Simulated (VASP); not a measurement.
# TaN (Amm2) in VASP: a series of runs, part 2 of 2

VASP 6.6.1.

### Step 4. Single point, PBEsol (strain -0.0300 x Voigt [0, 1, 0, 0, 0, 0])

Input file INCAR:

```
SYSTEM = TaN
PREC     = Accurate       ! precision mode
ENCUT    = 520            ! plane-wave cutoff, eV
EDIFF    = 1E-6           ! SCF threshold, eV
ISMEAR   = 0              ! smearing method
SIGMA    = 0.15           ! smearing width, eV
LREAL    = .FALSE.        ! projectors in reciprocal space
LASPH    = .TRUE.         ! aspherical terms in the spheres
NELM     = 80             ! most SCF steps
ALGO     = Normal         ! electronic algorithm
ISIF     = 2              ! what is computed and relaxed
LWAVE    = .FALSE.        ! write WAVECAR
LCHARG   = .FALSE.        ! write CHGCAR
GGA      = PS             ! functional
NBANDS   = 15             ! bands
```

Input file KPOINTS:

```
regular mesh
0
G
  18 18 16
  0 0 0
```

Input file POSCAR:

```
TaN
1.0
    2.9379988584      0.0000000000      0.0000000000
   -1.4689994292      2.4680501983      0.0000000000
    0.0000000000      0.0000000000      2.8830000000
Ta N
1 1
Direct
    0.3333333333      0.6666666667      0.5000000000
    0.0000000000      0.0000000000      0.0000000000
```

Potentials or basis: VASP PAW PBE potentials, release 64 (Ta_pv, N).

The run is started by

```sh
cat potpaw_PBE.64/Ta_pv/POTCAR potpaw_PBE.64/N/POTCAR > POTCAR
mpirun -np 1 vasp_std > vasp.out
```

OUTCAR:

```text
SYSTEM = TaN
   PREC = Accurate
   ENCUT = 520
   EDIFF = 1E-6
   ISMEAR = 0
   LREAL = .FALSE.
   LASPH = .TRUE.
   NELM = 80
   ISIF = 2
   GGA = PS

 ion  position               nearest neighbor table
   1  0.333  0.667  0.500-   2 2.19   2 2.19   2 2.22   2 2.22   2 2.22   2 2.22
   2  0.000  0.000  0.000-   1 2.19   1 2.19   1 2.22   1 2.22   1 2.22   1 2.22

  Warning from LATTYP: Monoclinic adjustment (A1->A3, A2->A1, A3->A2)!
  LATTYP: Found a base centered orthorhombic cell.
 ALAT       =     2.9379988584
 B/A-ratio  =     1.6800892834
 C/A-ratio  =     0.9812801635

  Lattice vectors:

 A1 = (   1.4689994292,  -2.4680501983,   0.0000000000)
 A2 = (   1.4689994292,   2.4680501983,   0.0000000000)
 A3 = (   0.0000000000,   0.0000000000,   2.8830000000)

Analysis of symmetry for initial positions (statically):
=====================================================================
 Subroutine PRICEL returns:
 Original cell was already a primitive cell.

 Routine SETGRP: Setting up the symmetry group for a
 base centered orthorhombic supercell.

 Subroutine GETGRP returns: Found  4 space group operations
 (whereof  4 operations were pure point group operations)
 out of a pool of  8 trial point group operations.

The static configuration has the point symmetry C_2v.

Analysis of symmetry for dynamics (positions and initial velocities):
=====================================================================
 Subroutine PRICEL returns:
 Original cell was already a primitive cell.

 Routine SETGRP: Setting up the symmetry group for a
 base centered orthorhombic supercell.

 Subroutine GETGRP returns: Found  4 space group operations
 (whereof  4 operations were pure point group operations)
 out of a pool of  8 trial point group operations.

The dynamic configuration has the point symmetry C_2v.

 Subroutine INISYM returns: Found  4 space group operations
 (whereof  4 operations are pure point group operations),
 and found     1 'primitive' translations

----------------------------------------------------------------------------------------

                                     Primitive cell

  volume of cell :      20.9050

  direct lattice vectors                    reciprocal lattice vectors
     2.937998858  0.000000000  0.000000000     0.340367729  0.202589072  0.000000000
    -1.468999429  2.468050198  0.000000000     0.000000000  0.405178145  0.000000000
     0.000000000  0.000000000  2.883000000     0.000000000  0.000000000  0.346860909

  length of vectors
     2.937998858  2.872147473  2.883000000     0.396096609  0.405178145  0.346860909

  position of ions in fractional coordinates (direct lattice)
     0.333333333  0.666666667  0.500000000
     0.000000000  0.000000000  0.000000000

  ion indices of the primitive-cell ions
   primitive index   ion index
                 1           1
                 2           2

----------------------------------------------------------------------------------------

 KPOINTS: regular mesh

Automatic generation of k-mesh.
 Grid dimensions read from file:
 generate k-points for:   18   18   16

 Generating k-lattice:

  Cartesian coordinates                     Fractional coordinates (reciprocal lattice)
[... 22 lines left out ...]
  0.277778  0.000000  0.000000      4.000000
[... 16 lines left out ...]
 -0.333333  0.055556  0.000000      4.000000
 -0.277778  0.055556  0.000000      4.000000
 [... further k-points ...]
   k-points           NKPTS =    819   k-points in BZ     NKDIM =    819   number of bands    NBANDS=     15
   number of dos      NEDOS =    301   number of ions     NIONS =      2
   total plane-waves  NPLWV =  13824
   dimension x,y,z NGX =    24 NGY =   24 NGZ =   24
   dimension x,y,z NGXF=    48 NGYF=   48 NGZF=   48
   ions per type =               1   1
   NGX,Y,Z   is equivalent  to a cutoff of  13.58, 13.89, 13.84 a.u.
   NGXF,Y,Z  is equivalent  to a cutoff of  27.16, 27.78, 27.68 a.u.
 SYSTEM =  TaN
   PREC   = accura    normal or accurate (medium, high low for compatibility)
   ISTART =      0    job   : 0-new  1-cont  2-samecut
   ICHARG =      2    charge: 1-file 2-atom 10-const
   ISPIN  =      1    spin polarized calculation?
   LNONCOLLINEAR =      F non collinear calculations
   LSORBIT =      F    spin-orbit coupling
   LASPH  =      T    aspherical Exc in radial PAW
   ENCUT  =  520.0 eV  38.22 Ry    6.18 a.u.   5.46  5.34  5.36*2*pi/ulx,y,z
   NELM   =     80;   NELMIN=  2; NELMDL= -5     # of ELM steps
   EDIFF  = 0.1E-05   stopping-criterion for ELM
   LREAL  =      F    real-space projection
   EDIFFG = 0.1E-04   stopping-criterion for IOM
   NSW    =      0    number of steps for IOM
   IBRION =     -1    ionic relax: 0-MD 1-quasi-New 2-CG
   NFREE  =      0    steps in history (QN), initial steepest desc. (CG)
   ISIF   =      2    stress and relaxation
   ISYM   =      2    0-nonsym 1-usesym 2-fastsym
   POTIM  = 0.5000    time-step for ionic-motion
   TEBEG  =    0.0;   TEEND  =   0.0 temperature during run
   PSTRESS=    0.0 pullay stress
   NELECT =      16.0000    total number of electrons
   NUPDOWN=      -1.0000    fix difference up-down
   EMIN   =  10.00;   EMAX   =-10.00  energy-range for DOS
   EFERMI =   0.00;   METHOD = LEGACY
   ISMEAR =     0;   SIGMA  =   0.15  broadening in eV -4-tet -1-fermi 0-gaus
   EFERMI_NEDOS =   21; number of points for ismear=-14 and -15
   IALGO  =     38    algorithm
   IMIX   =      4    mixing-type and parameters
     AMIX     =   0.40;   BMIX     =  1.00
     AMIX_MAG =   1.60;   BMIX_MAG =  1.00
  volume/ion in A,a.u.               =      10.45        70.54
  Fermi-wavevector in a.u.,A,eV,Ry     =   1.497493  2.829851 30.510856  2.242485
  Thomas-Fermi vector in A             =   2.609374
   LORBIT       =      0    0 simple, 1 ext, 2 COOP (PROOUT), +10 PAW based schemes
   GGA     = PS    functional components
   LHFCALC =     F    Hartree Fock is set to
   AEXX    =    0.0000 exact exchange contribution
   IVDW    =     0    specifies the selected vdW correction
   LEPSILON=     F    determine dielectric tensor
   LRPA    =     F    only Hartree local field effects (RPA)
 non-spin polarized calculation
 Gauss-broadening in eV      SIGMA  =   0.15
  energy-cutoff  :      520.00
  volume of cell :       20.91
 maximum number of plane-waves:       583
 NGX is ok and might be reduce to    24
   NGX = 11   NGY = 11   NGZ = 11

 number of electron      15.9999999 magnetization

 Free energy of the ion-electron system (eV)
  ---------------------------------------------------
  ext. energy  EPLUGINS =         0.00000000
  ---------------------------------------------------
  free energy    TOTEN  =       -23.77690444 eV

  energy without entropy =      -23.77629797  energy(sigma->0) =      -23.77660120

 E-fermi :   8.3678     XC(G=0): -13.6743

 val. band max:        8.3275255769   @ k =   0.0000   0.0556   0.4375
 cond. band min:       8.3729535100   @ k =   0.0000   0.0556   0.3750
 fundamental gap:      0.0454279330
 Fermi energy:         8.3677543662

 k-point     1 :       0.0000    0.0000    0.0000
  band No.  band energies     occupation
      1     -26.3249      2.00000
      2     -26.0129      2.00000
      3     -25.9450      2.00000
      4      -9.5405      2.00000
      5       3.6413      2.00000
      6       3.8909      2.00000
      7       4.1434      2.00000
      8       5.3698      2.00000
      9      10.9839      0.00000
     10      11.8575      0.00000
     11      12.2752      0.00000
     12      12.4687      0.00000
     13      12.6145      0.00000
     14      21.6073      0.00000
[... 401 lines left out ...]
      2     -26.2408      2.00000
      3     -26.1089      2.00000
      4      -8.3463      2.00000
      5       1.4442      2.00000
      6       3.9548      2.00000
      7       4.5777      2.00000
      8       5.3284      2.00000
      9      10.4314      0.00000
     10      11.8135      0.00000
     11      12.7223      0.00000
     12      13.7685      0.00000
     13      14.1551      0.00000
     14      21.7454      0.00000
     15      21.9910      0.00000

 [... further k-points ...]
[... 5 lines left out ...]
  --------------------------------------------------------------------------------------
  -------------------------------------------------------------------------------------
  Total        0.3330835      2.2871136      0.1154565      0.0000000      0.0000000      0.0000000
  in kB       25.5278058    175.2863342      8.8486867      0.0000000      0.0000000      0.0000000
  external PRESSURE =      69.8876089 kB  Pullay stress =       0.0000000 kB

 VOLUME and BASIS-vectors are now :
 -----------------------------------------------------------------------------
  energy-cutoff  :      520.00
  volume of cell :       20.91
      direct lattice vectors                 reciprocal lattice vectors
     2.937998858  0.000000000  0.000000000     0.340367729  0.202589072  0.000000000
    -1.468999429  2.468050198  0.000000000     0.000000000  0.405178145  0.000000000
     0.000000000  0.000000000  2.883000000     0.000000000  0.000000000  0.346860909

 POSITION                                       TOTAL-FORCE (eV/Angst)
 -----------------------------------------------------------------------------------
     -0.00000      1.64537      1.44150        -0.000000      0.087348      0.000000
      0.00000      0.00000      0.00000         0.000000     -0.087348      0.000000
 -----------------------------------------------------------------------------------
    total drift:                                0.000000     -0.000059     -0.000000

  FREE ENERGIE OF THE ION-ELECTRON SYSTEM (eV)
  ---------------------------------------------------
  free  energy   TOTEN  =       -23.7769044431 eV

  energy  without entropy=      -23.7762979653  energy(sigma->0) =      -23.77660120
```

Run time: 2 min. Hardware: 1 thread of Intel Xeon Platinum 8259CL at 2.50GHz (Skylake/Cascade Lake), shared host; peak memory 0.36 GiB.

Results:

| Item | Value |
| --- | --- |
| Free energy | -23.7769 eV |
| Pressure | 7.0 GPa |
| Largest force | 0.087 eV/Å |
| Band gap on the k mesh | zero (band 8 reaches 8.58 eV, above the bottom of band 9 at 8.31 eV) |

Forces in eV/Å, atoms in the order of the input:
```
Ta   0.000  0.087  0.000
N    0.000 -0.087  0.000
```

Stress tensor (GPa, compression positive):
```
 2.55  0.00  0.00
 0.00 17.53  0.00
 0.00  0.00  0.88
```

Caveat: the cell differs from its parent crystal (strain -0.0300 x Voigt [0, 1, 0, 0, 0, 0]); the PAW data sets were made with another functional, which shifts forces and pressure a little; spin-orbit coupling is left out, which moves the levels of the heavy elements.

### Step 5. Single point, PBEsol (strain +0.0300 x Voigt [0, 1, 0, 0, 0, 0])

Input file INCAR:

```
PREC     = Accurate       # precision mode
ENCUT    = 520            # plane-wave cutoff, eV
EDIFF    = 1E-6           # SCF threshold, eV
ISMEAR   = 0              # smearing method
SIGMA    = 0.15           # smearing width, eV
LREAL    = False          # projectors in reciprocal space
LASPH    = True           # aspherical terms in the spheres
NELM     = 60             # most SCF steps
ALGO     = Normal         # electronic algorithm
ISIF     = 2              # what is computed and relaxed
LWAVE    = False          # write WAVECAR
LCHARG   = False          # write CHGCAR
GGA      = PS             # functional
NBANDS   = 15             # bands
```

Input file KPOINTS:

```
Automatic mesh
0
Gamma
  18 18 16
```

Input file POSCAR:

```
TaN
1.0
    2.9379988584      0.0000000000      0.0000000000
   -1.4689994292      2.6207130971      0.0000000000
    0.0000000000      0.0000000000      2.8830000000
Ta N
1 1
Direct
    0.3333333333      0.6666666667      0.5000000000
    0.0000000000      0.0000000000      0.0000000000
```

The run is started by

```sh
cat potpaw_PBE.64/Ta_pv/POTCAR potpaw_PBE.64/N/POTCAR > POTCAR
mpirun -np 1 vasp_std > vasp.out
```

Wall time 2 min (1 thread of Intel Xeon Platinum 8259CL at 2.50GHz (Skylake/Cascade Lake), shared host); peak memory 0.38 GiB.

Results (log left out):

| Quantity | Value |
| --- | --- |
| Free energy | -23.7503 eV |
| Pressure | -13.1 GPa |
| Largest force | 0.020 eV/Å |
| Band gap on the k mesh | zero (band 8 reaches 7.88 eV, above the bottom of band 9 at 7.76 eV) |

Forces in eV/Å, atoms in the order of the input:
```
Ta   0.000 -0.020  0.000
N    0.000  0.020  0.000
```

Stress tensor (GPa, compression positive):
```
 -9.46   0.00   0.00
  0.00 -21.83   0.00
  0.00   0.00  -8.07
```

Levels at points of the mesh, in eV from the Fermi level:
| k point | band 6 | band 7 | band 8 | band 9 | band 10 | band 11 |
| --- | --- | --- | --- | --- | --- | --- |
| (0.00, 0.00, 0.00) | -4.34 | -4.01 | -2.76 | 1.90 | 3.39 | 3.76 |
| (0.50, 0.00, 0.00) | -4.90 | -3.33 | -3.22 | 2.88 | 3.71 | 5.06 |
| (0.00, 0.50, 0.00) | -4.89 | -3.39 | -3.02 | 3.12 | 3.80 | 4.97 |
| (0.00, 0.00, 0.50) | -3.79 | -3.67 | -0.34 | 0.24 | 2.58 | 2.98 |
| (0.50, 0.00, 0.50) | -6.05 | -5.69 | -0.23 | 3.93 | 5.06 | 6.02 |
| (0.00, 0.50, 0.50) | -6.02 | -5.40 | -0.50 | 4.01 | 4.99 | 5.86 |

Caveat: the cell differs from its parent crystal (strain +0.0300 x Voigt [0, 1, 0, 0, 0, 0]); the PAW data sets were made with another functional, which shifts forces and pressure a little; spin-orbit coupling is left out, which moves the levels of the heavy elements.

### Step 6. Overview

```tsv
cell	gap on the mesh (eV)	pressure (GPa)	largest force (eV/Å)
a = 2.938, b = 2.807, c = 2.883 Å, angles 90.0, 90.0, 121.6°, 2 atoms	none	20.4	0.27
a = 2.938, b = 2.839, c = 2.883 Å, angles 90.0, 90.0, 121.2°, 2 atoms	none	13.4	0.16
a = 2.938, b = 2.872, c = 2.883 Å, angles 90.0, 90.0, 120.8°, 2 atoms	none	7.0	0.09
a = 2.938, b = 3.004, c = 2.883 Å, angles 90.0, 90.0, 119.3°, 2 atoms	none	-13.1	0.02
```

Alike in all rows: task single point; level PBEsol; potentials or basis VASP PAW PBE potentials, release 64 (Ta_pv, N); no spin polarisation; k mesh 18 × 18 × 16; cutoff (eV) 520; smearing gaussian 0.15 eV.

Caveats: the PAW data sets were made with another functional, which shifts forces and pressure a little; spin-orbit coupling is left out, which moves the levels of the heavy elements.

Absolute energies hang on the potentials; compare differences alone.
